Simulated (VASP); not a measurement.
# Si2Mo (I4/mmm) in VASP: notebook

Si2Mo is run at these levels: PBE+D4, revPBE; tasks: single point.

Program: VASP 6.6.1. These are calculated values, not measurements. Logs are shortened: lines on timing, memory, paths and dates and some standing lists are left out, and cuts for length are marked.

**1. The cell of the first run**

Symmetry: I4/mmm, No. 139, tetragonal system. The conventional cell has a = 3.230 Å, b = 3.230 Å, c = 7.890 Å, α = 90.00°, β = 90.00°, γ = 90.00°. Si (site symmetry 4mm) has 9 Si at 2.60 to 3.23 Å and 5 Mo at 2.63 to 2.65 Å within 3.4 Å. Mo (site symmetry 4/mmm) has 10 Si at 2.63 to 2.65 Å and 4 Mo at 3.23 Å within 3.5 Å.

**2. Single point, PBE+D4 (13.72 Å³/atom)**

File INCAR:

```
PREC = Accurate ; ENCUT = 520
EDIFF = 1E-6 ; ISMEAR = 0
SIGMA = 0.05 ; LREAL = False
LASPH = True ; NELM = 80
ALGO = Normal ; ISIF = 2
LWAVE = False ; LCHARG = False
GGA = PE ; IVDW = 13
NBANDS = 18
```

File KPOINTS:

```
regular mesh
0
Gamma
  10 10 10
```

File POSCAR:

```
Si2Mo
1.0
   -1.6149638469      1.6149638469      3.9450765831
    1.6149638469     -1.6149638469      3.9450765831
    1.6149638469      1.6149638469     -3.9450765831
Si Mo
2 1
Direct
    0.3354977873      0.3354977873      0.0000000000
    0.6645022127      0.6645022127      0.0000000000
    0.0000000000      0.0000000000      0.0000000000
```

Potentials or basis: VASP PAW PBE potentials, release 64 (Si, Mo_sv).

Launch:

```
cat potpaw_PBE.64/Si/POTCAR potpaw_PBE.64/Mo_sv/POTCAR > POTCAR
mpirun -np 1 vasp_std > vasp.out
```

OUTCAR:

```text
PREC = Accurate
   ENCUT = 520
   EDIFF = 1E-6
   ISMEAR = 0
   LREAL = False
   LASPH = True
   NELM = 80
   ISIF = 2
   GGA = PE
   IVDW = 13

 ion  position               nearest neighbor table
   1  0.335  0.335  0.000-   2 2.60   3 2.63   3 2.63   3 2.63   3 2.63   3 2.65   2 2.65   2 2.65
                             2 2.65   2 2.65
   2  0.665  0.665  0.000-   1 2.60   3 2.63   3 2.63   3 2.63   3 2.63   3 2.65   1 2.65   1 2.65
                             1 2.65   1 2.65
   3  0.000  0.000  0.000-   1 2.63   2 2.63   2 2.63   2 2.63   2 2.63   1 2.63   1 2.63   1 2.63
                             1 2.65   2 2.65

  LATTYP: Found a body centered tetragonal cell.
 ALAT       =     3.2299276938
 C/A-ratio  =     2.4428265628

  Lattice vectors:

 A1 = (  -1.6149638469,   1.6149638469,   3.9450765831)
 A2 = (   1.6149638469,  -1.6149638469,   3.9450765831)
 A3 = (   1.6149638469,   1.6149638469,  -3.9450765831)

Analysis of symmetry for initial positions (statically):
=====================================================================
 Subroutine PRICEL returns:
 Original cell was already a primitive cell.

 Routine SETGRP: Setting up the symmetry group for a
 body centered tetragonal supercell.

 Subroutine GETGRP returns: Found 16 space group operations
 (whereof 16 operations were pure point group operations)
 out of a pool of 16 trial point group operations.

The static configuration has the point symmetry D_4h.

Analysis of symmetry for dynamics (positions and initial velocities):
=====================================================================
 Subroutine PRICEL returns:
 Original cell was already a primitive cell.

 Routine SETGRP: Setting up the symmetry group for a
 body centered tetragonal supercell.

 Subroutine GETGRP returns: Found 16 space group operations
 (whereof 16 operations were pure point group operations)
 out of a pool of 16 trial point group operations.

The dynamic configuration has the point symmetry D_4h.

 Subroutine INISYM returns: Found 16 space group operations
 (whereof 16 operations are pure point group operations),
 and found     1 'primitive' translations

----------------------------------------------------------------------------------------

                                     Primitive cell

  volume of cell :      41.1567

  direct lattice vectors                    reciprocal lattice vectors
    -1.614963847  1.614963847  3.945076583     0.000000000  0.309604454  0.126740252
     1.614963847 -1.614963847  3.945076583     0.309604454  0.000000000  0.126740252
     1.614963847  1.614963847 -3.945076583     0.309604454  0.309604454  0.000000000

  length of vectors
     4.558491604  4.558491604  4.558491604     0.334541491  0.334541491  0.437846818

  position of ions in fractional coordinates (direct lattice)
     0.335497787  0.335497787  0.000000000
     0.664502213  0.664502213  0.000000000
     0.000000000  0.000000000  0.000000000

  ion indices of the primitive-cell ions
   primitive index   ion index
                 1           1
                 2           2
                 3           3

----------------------------------------------------------------------------------------

 KPOINTS: regular mesh

Automatic generation of k-mesh.
 Grid dimensions read from file:
 generate k-points for:   10   10   10

 Generating k-lattice:

  Cartesian coordinates                     Fractional coordinates (reciprocal lattice)
     0.000000000  0.030960445  0.012674025     0.100000000  0.000000000  0.000000000
     0.030960445  0.000000000  0.012674025     0.000000000  0.100000000  0.000000000
     0.030960445  0.030960445  0.000000000     0.000000000  0.000000000  0.100000000

  Length of vectors
     0.033454149  0.033454149  0.043784682

  Shift w.r.t. Gamma in fractional coordinates (k-lattice)
     0.000000000  0.000000000  0.000000000

 Subroutine IBZKPT returns following result:
 ===========================================

 Found    102 irreducible k-points:

 Following reciprocal coordinates:
            Coordinates               Weight
  0.000000  0.000000  0.000000      1.000000
  0.100000  0.000000  0.000000      8.000000
  0.200000  0.000000  0.000000      8.000000
  0.300000 -0.000000  0.000000      8.000000
  0.400000  0.000000  0.000000      8.000000
  0.500000  0.000000  0.000000      4.000000
[... 16 lines left out ...]
  0.300000  0.300000  0.000000      8.000000
  0.400000  0.300000 -0.000000     16.000000
 [... further k-points ...]
   k-points           NKPTS =    102   k-points in BZ     NKDIM =    102   number of bands    NBANDS=     18
   number of dos      NEDOS =    301   number of ions     NIONS =      3
   total plane-waves  NPLWV =  46656
   dimension x,y,z NGX =    36 NGY =   36 NGZ =   36
   dimension x,y,z NGXF=    72 NGYF=   72 NGZF=   72
   ions per type =               2   1
   NGX,Y,Z   is equivalent  to a cutoff of  13.13, 13.13, 13.13 a.u.
   NGXF,Y,Z  is equivalent  to a cutoff of  26.26, 26.26, 26.26 a.u.
 SYSTEM =  unknown system
   PREC   = accura    normal or accurate (medium, high low for compatibility)
   ISTART =      0    job   : 0-new  1-cont  2-samecut
   ICHARG =      2    charge: 1-file 2-atom 10-const
   ISPIN  =      1    spin polarized calculation?
   LNONCOLLINEAR =      F non collinear calculations
   LSORBIT =      F    spin-orbit coupling
   LASPH  =      T    aspherical Exc in radial PAW
   ENCUT  =  520.0 eV  38.22 Ry    6.18 a.u.   8.48  8.48  8.48*2*pi/ulx,y,z
   NELM   =     80;   NELMIN=  2; NELMDL= -5     # of ELM steps
   EDIFF  = 0.1E-05   stopping-criterion for ELM
   LREAL  =      F    real-space projection
   EDIFFG = 0.1E-04   stopping-criterion for IOM
   NSW    =      0    number of steps for IOM
   IBRION =     -1    ionic relax: 0-MD 1-quasi-New 2-CG
   NFREE  =      0    steps in history (QN), initial steepest desc. (CG)
   ISIF   =      2    stress and relaxation
   ISYM   =      2    0-nonsym 1-usesym 2-fastsym
   POTIM  = 0.5000    time-step for ionic-motion
   TEBEG  =    0.0;   TEEND  =   0.0 temperature during run
   PSTRESS=    0.0 pullay stress
   NELECT =      22.0000    total number of electrons
   NUPDOWN=      -1.0000    fix difference up-down
   EMIN   =  10.00;   EMAX   =-10.00  energy-range for DOS
   EFERMI =   0.00;   METHOD = LEGACY
   ISMEAR =     0;   SIGMA  =   0.05  broadening in eV -4-tet -1-fermi 0-gaus
   EFERMI_NEDOS =   21; number of points for ismear=-14 and -15
   IALGO  =     38    algorithm
   IMIX   =      4    mixing-type and parameters
     AMIX     =   0.40;   BMIX     =  1.00
     AMIX_MAG =   1.60;   BMIX_MAG =  1.00
  volume/ion in A,a.u.               =      13.72        92.58
  Fermi-wavevector in a.u.,A,eV,Ry     =   1.328624  2.510735 24.017567  1.765241
  Thomas-Fermi vector in A             =   2.457847
   LORBIT       =      0    0 simple, 1 ext, 2 COOP (PROOUT), +10 PAW based schemes
   GGA     = PE    functional components
   LHFCALC =     F    Hartree Fock is set to
   AEXX    =    0.0000 exact exchange contribution
   IVDW    =    13    specifies the selected vdW correction
   LEPSILON=     F    determine dielectric tensor
   LRPA    =     F    only Hartree local field effects (RPA)
 non-spin polarized calculation
 Gauss-broadening in eV      SIGMA  =   0.05
  energy-cutoff  :      520.00
  volume of cell :       41.16
 maximum number of plane-waves:      1142
 NGX is ok and might be reduce to    36
   NGX = 17   NGY = 17   NGZ = 17

 number of electron      22.0000000 magnetization

 Free energy of the ion-electron system (eV)
  ---------------------------------------------------
  ext. energy  EPLUGINS =         0.00000000
  ---------------------------------------------------
  free energy    TOTEN  =       -23.25894429 eV

  energy without entropy =      -23.25849662  energy(sigma->0) =      -23.25872045

 E-fermi :  11.8309     XC(G=0): -12.3198

 val. band max:       11.8017683225   @ k =  -0.2000  -0.3000   0.2000
 cond. band min:      11.9598331108   @ k =  -0.4000   0.4000   0.4000
 fundamental gap:      0.1580647883
 Fermi energy:        11.8308692324

 k-point     1 :       0.0000    0.0000    0.0000
  band No.  band energies     occupation
      1     -48.8247      2.00000
      2     -22.9595      2.00000
      3     -22.8988      2.00000
      4     -22.8988      2.00000
      5      -1.3184      2.00000
      6       5.6690      2.00000
[... 10 lines left out ...]
     17      16.9271      0.00000
     18      16.9271      0.00000

 k-point     2 :       0.1000    0.0000    0.0000
  band No.  band energies     occupation
      1     -48.8232      2.00000
      2     -22.9578      2.00000
      3     -22.9213      2.00000
      4     -22.8967      2.00000
      5      -1.1407      2.00000
      6       5.6650      2.00000
[... 10 lines left out ...]
     17      17.0790      0.00000
     18      17.9248      0.00000

 k-point     3 :       0.2000    0.0000    0.0000
  band No.  band energies     occupation
      1     -48.8191      2.00000
      2     -22.9799      2.00000
      3     -22.9533      2.00000
      4     -22.8912      2.00000
      5      -0.6203      2.00000
      6       5.5154      2.00000
[... 10 lines left out ...]
     17      18.0059      0.00000
     18      19.7964      0.00000

 k-point     4 :       0.3000   -0.0000    0.0000
  band No.  band energies     occupation
      1     -48.8141      2.00000
      2     -23.0514      2.00000
      3     -22.9479      2.00000
      4     -22.8845      2.00000
      5       0.2056      2.00000
      6       4.8518      2.00000
[... 375 lines left out ...]
      4     -22.9440      2.00000
      5      -0.1581      2.00000
      6       6.4566      2.00000
[... 10 lines left out ...]
     17      18.4828      0.00000
     18      19.3661      0.00000

 k-point    23 :       0.3000    0.3000    0.0000
  band No.  band energies     occupation
      1     -48.8037      2.00000
      2     -23.0342      2.00000
      3     -23.0281      2.00000
      4     -22.9356      2.00000
      5       1.7933      2.00000
      6       4.1656      2.00000
[... 10 lines left out ...]
     17      18.7875      0.00000
     18      20.2042      0.00000

 k-point    24 :       0.4000    0.3000   -0.0000
  band No.  band energies     occupation
      1     -48.7997      2.00000
      2     -23.0862      2.00000
      3     -23.0233      2.00000
      4     -22.9291      2.00000
      5       2.6577      2.00000
      6       3.7261      2.00000
[... 10 lines left out ...]
     17      18.6494      0.00000
     18      20.7015      0.00000

 [... further k-points ...]

------------------------ aborting loop because EDIFF is reached ----------------------------------------

  DFT-D4 for vdW energy calculation

  Edisp (eV):   -1.62303

  FORCE on cell =-STRESS in cart. coord.  units (eV):
  Direction    XX          YY          ZZ          XY          YZ          ZX
  --------------------------------------------------------------------------------------
  -------------------------------------------------------------------------------------
  Total      -1.99176    -1.99176    -1.99112     0.00000     0.00000     0.00000
  in kB     -77.53642   -77.53642   -77.51158     0.00000     0.00000     0.00000
  external pressure =      -77.53 kB  Pullay stress =        0.00 kB

 VOLUME and BASIS-vectors are now :
 -----------------------------------------------------------------------------
  energy-cutoff  :      520.00
  volume of cell :       41.16
      direct lattice vectors                 reciprocal lattice vectors
    -1.614963847  1.614963847  3.945076583     0.000000000  0.309604454  0.126740252
     1.614963847 -1.614963847  3.945076583     0.309604454  0.000000000  0.126740252
     1.614963847  1.614963847 -3.945076583     0.309604454  0.309604454  0.000000000

 POSITION                                       TOTAL-FORCE (eV/Angst)
 -----------------------------------------------------------------------------------
      0.00000      0.00000      2.64713        -0.000000     -0.000000     -0.000157
      0.00000      0.00000      5.24302        -0.000000      0.000000      0.000157
      0.00000      0.00000      0.00000         0.000000      0.000000      0.000000
 -----------------------------------------------------------------------------------
    total drift:                               -0.000000     -0.000000      0.000000

  FREE ENERGIE OF THE ION-ELECTRON SYSTEM (eV)
  ---------------------------------------------------
  free  energy   TOTEN  =       -24.8819732499 eV

  energy  without entropy=      -24.8815255814  energy(sigma->0) =      -24.88174942
```

Run time: 2.5 min. Hardware: 1 thread of Intel Xeon 8259CL, shared host; peak memory 0.25 GiB.

What came out:

```yaml
Free_energy: -24.8820 eV
Pressure: -7.8 GPa
Band_gap_on_the_k_mesh: zero (bands 11 and 12 overlap by 0.92 eV)
Dispersion_energy_per_atom: -0.541 eV
```

Caveat: the cell stands under tension.

**3. Single point, revPBE (13.71 Å³/atom)**

File INCAR:

```
SYSTEM = Si2Mo
ALGO     = Normal         ! electronic algorithm
EDIFF    = 1E-6           ! SCF threshold, eV
ENCUT    = 520            ! plane-wave cutoff, eV
GGA      = RE             ! functional
ISIF     = 2              ! what is computed and relaxed
ISMEAR   = 0              ! smearing method
LASPH    = .TRUE.         ! aspherical terms in the spheres
LCHARG   = .FALSE.        ! write CHGCAR
LREAL    = .FALSE.        ! projectors in reciprocal space
LWAVE    = .FALSE.        ! write WAVECAR
NBANDS   = 18             ! bands
NELM     = 100            ! most SCF steps
PREC     = Accurate       ! precision mode
SIGMA    = 0.05           ! smearing width, eV
```

File KPOINTS:

```
k-points
0
G
  10 10 10
  0 0 0
```

File POSCAR:

```
Si2Mo
1.0
   -1.6140220268      1.6140220268      3.9469068036
    1.6140220268     -1.6140220268      3.9469068036
    1.6140220268      1.6140220268     -3.9469068036
Si Mo
2 1
Direct
    0.3352963651      0.3352963651      0.0000000000
    0.6647036349      0.6647036349      0.0000000000
    0.0000000000      0.0000000000      0.0000000000
```

Potentials or basis: VASP PAW PBE potentials, release 64 (Si, Mo_sv).

Launch:

```
cat potpaw_PBE.64/Si/POTCAR potpaw_PBE.64/Mo_sv/POTCAR > POTCAR
mpirun -np 1 vasp_std > vasp.out
```

OUTCAR:

```text
SYSTEM = Si2Mo
   EDIFF = 1E-6
   ENCUT = 520
   GGA = RE
   ISIF = 2
   ISMEAR = 0
   LASPH = .TRUE.
   LREAL = .FALSE.
   NELM = 100
   PREC = Accurate

 ion  position               nearest neighbor table
   1  0.335  0.335  0.000-   2 2.60   3 2.63   3 2.63   3 2.63   3 2.63   3 2.65   2 2.65   2 2.65
                             2 2.65   2 2.65
   2  0.665  0.665  0.000-   1 2.60   3 2.63   3 2.63   3 2.63   3 2.63   3 2.65   1 2.65   1 2.65
                             1 2.65   1 2.65
[... 706 lines left out ...]
  Direction    XX          YY          ZZ          XY          YZ          ZX
  --------------------------------------------------------------------------------------
  -------------------------------------------------------------------------------------
  Total       -0.0166408     -0.0166408     -0.0393125      0.0000000     -0.0000000      0.0000000
  in kB       -0.6482578     -0.6482578     -1.5314610      0.0000000     -0.0000000      0.0000000
  external PRESSURE =      -0.9426589 kB  Pullay stress =       0.0000000 kB

 VOLUME and BASIS-vectors are now :
 -----------------------------------------------------------------------------
  energy-cutoff  :      520.00
  volume of cell :       41.13
      direct lattice vectors                 reciprocal lattice vectors
    -1.614022027  1.614022027  3.946906804     0.000000000  0.309785116  0.126681481
     1.614022027 -1.614022027  3.946906804     0.309785116  0.000000000  0.126681481
     1.614022027  1.614022027 -3.946906804     0.309785116  0.309785116  0.000000000

 POSITION                                       TOTAL-FORCE (eV/Angst)
 -----------------------------------------------------------------------------------
      0.00000      0.00000      2.64677        -0.000000     -0.000000     -0.006557
      0.00000      0.00000      5.24705        -0.000000     -0.000000      0.006557
      0.00000      0.00000      0.00000         0.000000      0.000000      0.000000
 -----------------------------------------------------------------------------------
    total drift:                                0.000000     -0.000000     -0.000000

  FREE ENERGIE OF THE ION-ELECTRON SYSTEM (eV)
  ---------------------------------------------------
  free  energy   TOTEN  =       -22.3347794547 eV

  energy  without entropy=      -22.3343307479  energy(sigma->0) =      -22.33455510
```

OSZICAR:

```text
N       E                     dE             d eps       ncg     rms          rms(c)
DAV:   1     0.119867818124E+03    0.11987E+03   -0.11315E+04  3672   0.116E+03
DAV:   2    -0.202106470958E+02   -0.14008E+03   -0.13718E+03  4334   0.297E+02
DAV:   3    -0.232029925872E+02   -0.29923E+01   -0.29607E+01  4594   0.386E+01
DAV:   4    -0.232199280403E+02   -0.16935E-01   -0.16924E-01  4330   0.314E+00
DAV:   5    -0.232200504280E+02   -0.12239E-03   -0.12238E-03  4300   0.277E-01    0.204E+01
DAV:   6    -0.225013466105E+02    0.71870E+00   -0.58422E+00  3846   0.156E+01    0.469E+00
DAV:   7    -0.223688251099E+02    0.13252E+00   -0.91093E-01  3812   0.564E+00    0.431E+00
DAV:   8    -0.223353641954E+02    0.33461E-01   -0.99790E-02  3976   0.237E+00    0.438E-01
DAV:   9    -0.223348168758E+02    0.54732E-03   -0.19877E-03  4404   0.367E-01    0.269E-01
DAV:  10    -0.223347972923E+02    0.19583E-04   -0.57229E-04  4100   0.200E-01    0.555E-02
DAV:  11    -0.223347815214E+02    0.15771E-04   -0.17428E-04  4058   0.973E-02    0.394E-02
DAV:  12    -0.223347803396E+02    0.11817E-05   -0.20947E-05  3942   0.318E-02    0.892E-03
DAV:  13    -0.223347794547E+02    0.88495E-06   -0.15853E-06  2318   0.103E-02
   1 F= -.22334779E+02 E0= -.22334555E+02  d E =-.448707E-03
```

Run time: 2.6 min. Hardware: 1 thread of Intel Xeon 8259CL, shared host; peak memory 0.25 GiB.

What came out:

```
Free energy            : -22.3348 eV
Pressure               : -0.1 GPa
Largest force          : 0.007 eV/Å
Band gap on the k mesh : zero (bands 11 and 12 overlap by 0.92 eV)
```

Forces in eV/Å, atoms in the order of the input:
```
Si   0.000  0.000 -0.007
Si   0.000  0.000  0.007
Mo   0.000  0.000  0.000
```

Levels at points of the mesh, in eV from the Fermi level:
| k point | band 7 | band 8 | band 9 | band 10 | band 11 | band 12 | band 13 | band 14 | band 15 | band 16 |
| --- | --- | --- | --- | --- | --- | --- | --- | --- | --- | --- |
| (0.00, 0.00, 0.00) | -3.32 | -2.86 | -2.47 | -2.47 | 0.43 | 3.12 | 3.32 | 3.51 | 3.51 | 4.07 |
| (0.50, 0.00, 0.00) | -4.77 | -4.35 | -2.44 | -2.40 | -0.40 | 2.27 | 3.14 | 4.01 | 4.23 | 5.52 |
| (0.50, 0.50, 0.00) | -5.47 | -5.10 | -4.27 | -2.87 | -1.15 | 2.32 | 2.73 | 3.17 | 3.37 | 4.81 |
| (0.50, 0.50, 0.50) | -3.32 | -2.04 | -0.47 | -0.47 | -0.40 | -0.40 | 0.56 | 4.78 | 5.02 | 6.08 |

Caveat: the PAW data sets were made with another functional, which shifts forces and pressure a little.

(Continued in part 2 of 2.)
